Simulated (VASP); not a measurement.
Wanted: the native input for a VASP 6.6.1 run.

* Task: single point
* Functional: LDA
* Potentials or basis: VASP PAW LDA potentials, release 64 (Cs_sv)
* Cutoff: 520 eV
* k mesh: 10 × 10 × 10
* Occupations: fermi-dirac, width 0.1 eV
* Spin: no spin polarisation
* Dipole correction: no
* Further INCAR settings: ALGO = Normal; EDIFF = 1e-07; NBANDS = 10

The structure of Cs lies in POSCAR:

```
Cs
1.0
    0.0000000000      2.7845471019      2.7845471019
    2.7845471019      0.0000000000      2.7845471019
    2.7845471019      2.7845471019      0.0000000000
Cs
1
Direct
    0.0000000000      0.0000000000      0.0000000000
```

This cell differs from its parent crystal: volume scaled by 0.45.

One way to write it, as run:

INCAR

```
PREC     = Accurate       # precision mode
ENCUT    = 520            # plane-wave cutoff, eV
EDIFF    = 1E-7           # SCF threshold, eV
ISMEAR   = -1             # smearing method
SIGMA    = 0.1            # smearing width, eV
LREAL    = F              # projectors in reciprocal space
LASPH    = T              # aspherical terms in the spheres
NELM     = 60             # most SCF steps
ALGO     = Normal         # electronic algorithm
ISIF     = 2              # what is computed and relaxed
LWAVE    = F              # write WAVECAR
LCHARG   = F              # write CHGCAR
NBANDS   = 10             # bands
```

KPOINTS

```
regular mesh
0
Gamma
  10 10 10
```

Potentials or basis: VASP PAW LDA potentials, release 64 (Cs_sv).

Command:

```console
$ cat potpaw_LDA.64/Cs_sv/POTCAR > POTCAR
$ mpirun -np 1 vasp_std > vasp.out
```

Results of the run:

| Item | Value |
| --- | --- |
| Pressure | 4.6 GPa |

It took 18 s on 1 thread of Intel(R) Xeon(R) Platinum 8259CL CPU @ 2.50GHz (Skylake/Cascade Lake), with other jobs on the host, peak memory 0.15 GiB.
